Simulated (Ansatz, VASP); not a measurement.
# One calculation of SiW3, two programs

```
Si W
1.0
    -2.58915    2.53737    2.53737
     2.58915   -2.64094    2.64094
     2.58915    2.64094   -2.64094
Si W
1 3
Direct
  0.00000 0.00000 0.00000
  0.50000 0.50000 0.00000
  0.50000 0.00000 0.50000
  0.00000 0.50000 0.50000
```

Change from the starting cell: strain -0.0400 x Voigt [0, 0, 0, 1, 0, 0], atoms carried along.

Alike in both runs: task single point; functional r2SCAN; k mesh 14 × 14 × 14; occupations gaussian, width 0.15 eV; no spin polarisation.

|  | VASP | Ansatz |
| --- | --- | --- |
| version | VASP 6.6.1 | Ansatz 0.2.0 |
| potentials or method | VASP PAW PBE potentials, release 64 (Si, W_sv), cutoff 520 eV | scalar-relativistic, plane waves, PAW |
| valence electrons in the cell | 46 | 46 |

|  | VASP | Ansatz | Ansatz less VASP |
| --- | --- | --- | --- |
| gap on the k mesh at the Fermi level (eV) | none | none | - |
| pressure (GPa) | 0.7 | -0.1 | -0.73 |
| traceless stress, the component that is largest in VASP (GPa) | -4.00 | -3.99 | +0.007 |

VASP's potentials were made for PBE, not for r2SCAN. A gap of «none» marks a metal or a gap that the smearing closes.

Spin-orbit coupling is off throughout.
